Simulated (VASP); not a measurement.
# C (P6_3/mmc) in VASP: electric field gradients with PBE

Aim: the electric field gradients of C with PBE.

Everything below comes from runs of VASP 6.6.1. Logs are shortened: lines on timing, memory, paths and dates and some standing lists are left out, and cuts for length are marked.

## 1. The cell of the first run

It takes space group P6_3/mmc (No. 194, hexagonal). Conventional cell: a = 2.100 Å, b = 2.100 Å, c = 3.403 Å, α = 90.00°, β = 90.00°, γ = 120.00°. Within 2.8 Å of C (site symmetry -6m2) lie 12 C at 2.09 to 2.10 Å.

## 2. Electric field gradients, PBE

Input file INCAR:

```
SYSTEM = C
ALGO = Normal
EDIFF = 1E-8
ENCUT = 520
GGA = PE
ISIF = 2
ISMEAR = -1
LASPH = .TRUE.
LCHARG = .FALSE.
LEFG = .TRUE.
LREAL = .FALSE.
LWAVE = .FALSE.
NBANDS = 11
NELM = 60
PREC = Accurate
SIGMA = 0.05
```

Input file KPOINTS:

```
k-points
0
G
  16 16 9
  0 0 0
```

Input file POSCAR:

```
C
1.0
    2.1003865828      0.0000000000      0.0000000000
   -1.0501932914      1.8189881384      0.0000000000
    0.0000000000      0.0000000000      3.4026262641
C
2
Direct
    0.3333333333      0.6666666667      0.2500000000
    0.6666666667      0.3333333333      0.7500000000
```

Potentials or basis: VASP PAW PBE potentials, release 64 (C).

Started as:

```sh
> cat potpaw_PBE.64/C/POTCAR > POTCAR
> mpirun -np 1 vasp_std > vasp.out
```

OUTCAR:

```text
SYSTEM = C
   EDIFF = 1E-8
   ENCUT = 520
   GGA = PE
   ISIF = 2
   ISMEAR = -1
   LASPH = .TRUE.
   LREAL = .FALSE.
   NELM = 60
   PREC = Accurate

 ion  position               nearest neighbor table
   1  0.333  0.667  0.250-
   2  0.667  0.333  0.750-

  LATTYP: Found a hexagonal cell.
 ALAT       =     2.1003865828
 C/A-ratio  =     1.6200000000

  Lattice vectors:

 A1 = (   2.1003865828,   0.0000000000,   0.0000000000)
 A2 = (  -1.0501932914,   1.8189881384,   0.0000000000)
 A3 = (   0.0000000000,   0.0000000000,   3.4026262641)

Analysis of symmetry for initial positions (statically):
=====================================================================
 Subroutine PRICEL returns:
 Original cell was already a primitive cell.

 Routine SETGRP: Setting up the symmetry group for a
 hexagonal supercell.

 Subroutine GETGRP returns: Found 24 space group operations
 (whereof 12 operations were pure point group operations)
 out of a pool of 24 trial point group operations.

The static configuration has the point symmetry D_3d.
 The point group associated with its full space group is D_6h.

Analysis of symmetry for dynamics (positions and initial velocities):
=====================================================================
 Subroutine PRICEL returns:
 Original cell was already a primitive cell.

 Routine SETGRP: Setting up the symmetry group for a
 hexagonal supercell.

 Subroutine GETGRP returns: Found 24 space group operations
 (whereof 12 operations were pure point group operations)
 out of a pool of 24 trial point group operations.

The dynamic configuration has the point symmetry D_3d.
 The point group associated with its full space group is D_6h.

 Subroutine INISYM returns: Found 24 space group operations
 (whereof 12 operations are pure point group operations),
 and found     1 'primitive' translations

----------------------------------------------------------------------------------------

                                     Primitive cell

  volume of cell :      13.0000

  direct lattice vectors                    reciprocal lattice vectors
     2.100386583  0.000000000  0.000000000     0.476102832  0.274878098  0.000000000
    -1.050193291  1.818988138  0.000000000     0.000000000  0.549756196  0.000000000
     0.000000000  0.000000000  3.402626264     0.000000000  0.000000000  0.293890637

  length of vectors
     2.100386583  2.100386583  3.402626264     0.549756196  0.549756196  0.293890637

  position of ions in fractional coordinates (direct lattice)
     0.333333333  0.666666667  0.250000000
     0.666666667  0.333333333  0.750000000

  ion indices of the primitive-cell ions
   primitive index   ion index
                 1           1
                 2           2

----------------------------------------------------------------------------------------

 KPOINTS: k-points

Automatic generation of k-mesh.
 Grid dimensions read from file:
 generate k-points for:   16   16    9

 Generating k-lattice:

  Cartesian coordinates                     Fractional coordinates (reciprocal lattice)
     0.029756427  0.017179881  0.000000000     0.062500000  0.000000000  0.000000000
     0.000000000  0.034359762  0.000000000     0.000000000  0.062500000  0.000000000
     0.000000000  0.000000000  0.032654515     0.000000000  0.000000000  0.111111111

  Length of vectors
     0.034359762  0.034359762  0.032654515

  Shift w.r.t. Gamma in fractional coordinates (k-lattice)
     0.000000000  0.000000000  0.000000000

 Subroutine IBZKPT returns following result:
 ===========================================

 Found    150 irreducible k-points:

 Following reciprocal coordinates:
            Coordinates               Weight
  0.000000  0.000000  0.000000      1.000000
  0.062500  0.000000  0.000000      6.000000
  0.125000  0.000000  0.000000      6.000000
  0.187500  0.000000  0.000000      6.000000
  0.250000  0.000000  0.000000      6.000000
  0.312500  0.000000  0.000000      6.000000
[... 16 lines left out ...]
  0.187500  0.187500  0.000000      6.000000
  0.250000  0.187500  0.000000     12.000000
 [... further k-points ...]
   k-points           NKPTS =    150   k-points in BZ     NKDIM =    150   number of bands    NBANDS=     11
   number of dos      NEDOS =    301   number of ions     NIONS =      2
   total plane-waves  NPLWV =   7168
   dimension x,y,z NGX =    16 NGY =   16 NGZ =   28
   dimension x,y,z NGXF=    32 NGYF=   32 NGZF=   56
   ions per type =               2
   NGX,Y,Z   is equivalent  to a cutoff of  12.66, 12.66, 13.68 a.u.
   NGXF,Y,Z  is equivalent  to a cutoff of  25.33, 25.33, 27.36 a.u.
 SYSTEM =  C
   PREC   = accura    normal or accurate (medium, high low for compatibility)
   ISTART =      0    job   : 0-new  1-cont  2-samecut
   ICHARG =      2    charge: 1-file 2-atom 10-const
   ISPIN  =      1    spin polarized calculation?
   LNONCOLLINEAR =      F non collinear calculations
   LSORBIT =      F    spin-orbit coupling
   LASPH  =      T    aspherical Exc in radial PAW
   ENCUT  =  520.0 eV  38.22 Ry    6.18 a.u.   3.91  3.91  6.33*2*pi/ulx,y,z
   NELM   =     60;   NELMIN=  2; NELMDL= -5     # of ELM steps
   EDIFF  = 0.1E-07   stopping-criterion for ELM
   LREAL  =      F    real-space projection
   EDIFFG = 0.1E-06   stopping-criterion for IOM
   NSW    =      0    number of steps for IOM
   IBRION =     -1    ionic relax: 0-MD 1-quasi-New 2-CG
   NFREE  =      0    steps in history (QN), initial steepest desc. (CG)
   ISIF   =      2    stress and relaxation
   ISYM   =      2    0-nonsym 1-usesym 2-fastsym
   POTIM  = 0.5000    time-step for ionic-motion
   TEBEG  =    0.0;   TEEND  =   0.0 temperature during run
   PSTRESS=    0.0 pullay stress
   NELECT =       8.0000    total number of electrons
   NUPDOWN=      -1.0000    fix difference up-down
   EMIN   =  10.00;   EMAX   =-10.00  energy-range for DOS
   EFERMI =   0.00;   METHOD = LEGACY
   ISMEAR =    -1;   SIGMA  =   0.05  broadening in eV -4-tet -1-fermi 0-gaus
   EFERMI_NEDOS =   21; number of points for ismear=-14 and -15
   IALGO  =     38    algorithm
   IMIX   =      4    mixing-type and parameters
     AMIX     =   0.40;   BMIX     =  1.00
     AMIX_MAG =   1.60;   BMIX_MAG =  1.00
  volume/ion in A,a.u.               =       6.50        43.86
  Fermi-wavevector in a.u.,A,eV,Ry     =   1.392485  2.631414 26.381875  1.939013
  Thomas-Fermi vector in A             =   2.516223
   LORBIT       =      0    0 simple, 1 ext, 2 COOP (PROOUT), +10 PAW based schemes
   GGA     = PE    functional components
   LHFCALC =     F    Hartree Fock is set to
   AEXX    =    0.0000 exact exchange contribution
   IVDW    =     0    specifies the selected vdW correction
   LEPSILON=     F    determine dielectric tensor
   LRPA    =     F    only Hartree local field effects (RPA)
 non-spin polarized calculation
  energy-cutoff  :      520.00
  volume of cell :       13.00
 maximum number of plane-waves:       360
 NGX is ok and might be reduce to    16
   NGX =  7   NGY =  7   NGZ = 13

 number of electron       8.0000000 magnetization

 Free energy of the ion-electron system (eV)
  ---------------------------------------------------
  ext. energy  EPLUGINS =         0.00000000
  ---------------------------------------------------
  free energy    TOTEN  =        -9.43470637 eV

  energy without entropy =       -9.42962639  energy(sigma->0) =       -9.43216638

 E-fermi :   9.1580     XC(G=0): -13.2647

 val. band max:        9.1473555940   @ k =   0.2500   0.0000   0.2222
 cond. band min:       9.1640489946   @ k =   0.2500   0.2500   0.3333
 fundamental gap:      0.0166934006
 Fermi energy:         9.1579763574

 k-point     1 :       0.0000    0.0000    0.0000
  band No.  band energies     occupation
      1     -11.1179      2.00000
      2      -0.5395      2.00000
      3      -0.4129      2.00000
      4      16.0371      0.00000
      5      16.0371      0.00000
      6      18.0352      0.00000
      7      18.0352      0.00000
      8      18.3445      0.00000
      9      34.9743      0.00000
     10      38.7909      0.00000
     11      39.1633      0.00000
[... 309 lines left out ...]
 k-point    24 :       0.2500    0.1875    0.0000
  band No.  band energies     occupation
      1      -5.6729      2.00000
      2       4.0606      2.00000
      3       4.8001      2.00000
      4       5.2586      2.00000
      5       7.5791      2.00000
      6      12.6672      0.00000
      7      14.0378      0.00000
      8      14.0435      0.00000
      9      26.8192      0.00000
     10      31.8319      0.00000
     11      35.7347      0.00000

 [... further k-points ...]
[... 5 lines left out ...]
  --------------------------------------------------------------------------------------
  -------------------------------------------------------------------------------------
  Total        0.8833479      0.8833479      1.3138443      0.0000000      0.0000000      0.0000000
  in kB      108.8676869    108.8676869    161.9239670      0.0000000      0.0000000      0.0000000
  external PRESSURE =     126.5531136 kB  Pullay stress =       0.0000000 kB

 VOLUME and BASIS-vectors are now :
 -----------------------------------------------------------------------------
  energy-cutoff  :      520.00
  volume of cell :       13.00
      direct lattice vectors                 reciprocal lattice vectors
     2.100386583  0.000000000  0.000000000     0.476102832  0.274878098  0.000000000
    -1.050193291  1.818988138  0.000000000     0.000000000  0.549756196  0.000000000
     0.000000000  0.000000000  3.402626264     0.000000000  0.000000000  0.293890637

 POSITION                                       TOTAL-FORCE (eV/Angst)
 -----------------------------------------------------------------------------------
     -0.00000      1.21266      0.85066         0.000000     -0.000000      0.000000
      1.05019      0.60633      2.55197        -0.000000      0.000000      0.000000
 -----------------------------------------------------------------------------------
    total drift:                               -0.000000      0.000000     -0.000000

  FREE ENERGIE OF THE ION-ELECTRON SYSTEM (eV)
  ---------------------------------------------------
  free  energy   TOTEN  =        -9.4347063664 eV

  energy  without entropy=       -9.4296263912  energy(sigma->0) =       -9.43216638

 Electric field gradients (V/A^2)
---------------------------------------------------------------------
 ion       V_xx      V_yy      V_zz      V_xy      V_xz      V_yz
---------------------------------------------------------------------
   1       1.414     1.414    -2.828     0.000     0.000    -0.000
   2       1.414     1.414    -2.828     0.000    -0.000     0.000
---------------------------------------------------------------------

 Electric field gradients after diagonalization (V/A^2)
 (convention: |V_zz| > |V_xx| > |V_yy|)
----------------------------------------------------------------------
 ion       V_xx      V_yy      V_zz     asymmetry (V_yy - V_xx)/ V_zz
----------------------------------------------------------------------
   1       1.414     1.414    -2.828       0.000
   2       1.414     1.414    -2.828       0.000
----------------------------------------------------------------------

           NMR quadrupolar parameters

 Cq : quadrupolar parameter    Cq=e*Q*V_zz/h
 eta: asymmetry parameters     (V_yy - V_xx)/ V_zz
 Q  : nuclear electric quadrupole moment in mb (millibarn)
----------------------------------------------------------------------
 ion       Cq(MHz)       eta       Q (mb)
----------------------------------------------------------------------
   1      -0.007       0.000       1.000
   2      -0.007       0.000       1.000
----------------------------------------------------------------------
```

It took 8.9 s on 1 thread of AMD EPYC 9R45 (Zen 5), shared host; peak memory 0.09 GiB.

What came out:

```
Free energy            : -9.4347 eV
Pressure               : 12.7 GPa
Band gap on the k mesh : zero (band 4 reaches 16.27 eV, above the bottom of band 5 at 4.69 eV)
```

Stress tensor (GPa, compression positive):
```
10.89  0.00  0.00
 0.00 10.89  0.00
 0.00  0.00 16.19
```

Levels at points of the mesh, in eV from the Fermi level:
| k point | band 1 | band 2 | band 3 | band 4 | band 5 | band 6 | band 7 | band 8 | band 9 |
| --- | --- | --- | --- | --- | --- | --- | --- | --- | --- |
| (0.00, 0.00, 0.00) | -20.28 | -9.70 | -9.57 | 6.88 | 6.88 | 8.88 | 8.88 | 9.19 | 25.82 |
| (0.50, 0.00, 0.00) | -11.24 | -10.65 | -2.39 | -2.26 | -1.56 | 1.97 | 2.36 | 7.05 | 16.23 |

Electric field gradients, principal values (V/Å²):
```
atom  least  middle  greatest (by size)
 1 C  1.414   1.414              -2.828
 2 C  1.414   1.414              -2.828
```

Caveat: without QUAD_EFG the Cq values of the log hold for a quadrupole moment of 1 mb, not for the nuclei.
